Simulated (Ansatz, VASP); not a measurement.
## GaN in VASP and in Ansatz

The input INCAR:

```
SYSTEM = GaN
PREC = Accurate ; ENCUT = 520
EDIFF = 1E-6 ; ISMEAR = -1
SIGMA = 0.05 ; LREAL = .FALSE.
LASPH = .TRUE. ; NELM = 60
ALGO = Normal ; ISIF = 2
LWAVE = .FALSE. ; LCHARG = .FALSE.
GGA = PE ; NBANDS = 16
```

KPOINTS

```
regular mesh
0
G
  14 14 14
  0 0 0
```

File POSCAR:

```
GaN
1.0
    0.0000000000      2.2535006075      2.2535006075
    2.2535006075      0.0000000000      2.2535006075
    2.2535006075      2.2535006075      0.0000000000
Ga N
1 1
Direct
    0.0000000000      0.0000000000      0.0000000000
    0.2500000000      0.2500000000      0.2500000000
```

The input input.yaml:

```yaml
crystal:
  lattice:
    - [0.0, 2.2535006075, 2.2535006075]
    - [2.2535006075, 0.0, 2.2535006075]
    - [2.2535006075, 2.2535006075, 0.0]
  atoms:
    - { symbol: Ga, position: [0.0, 0.0, 0.0] }
    - { symbol: "N", position: [0.25, 0.25, 0.25] }
hamiltonian:
  xc: pbe
  pseudopotentials: { kind: paw }
kpoints:
  mp_grid: { grid: [14, 14, 14] }
scf:
  occupations: { method: fermi_dirac, width: 0.05 }
output:
  forces: true
  stress: true
  eigenvalues: true
```

Alike in both runs: task single point; functional PBE; k mesh 14 × 14 × 14; occupations fermi-dirac, width 0.05 eV; no spin polarisation.

```csv
,VASP,Ansatz
version,VASP 6.6.1,Ansatz 0.2.0
potentials or method,"VASP PAW PBE potentials, release 64 (Ga_d, N)",Ansatz PAW
plane-wave cutoff (eV),520,420
valence electrons in the cell,18,18
```

VASP gave:

```
gap on the k mesh at the Fermi level (eV) : 1.72
least direct gap on the mesh (eV)         : 1.72
pressure (GPa)                            : 5.1
```

**Question.** Estimate Ansatz's values.

**Answer.** gap on the k mesh at the Fermi level (eV): 1.72; least direct gap on the mesh (eV): 1.72; pressure (GPa): 5.0.
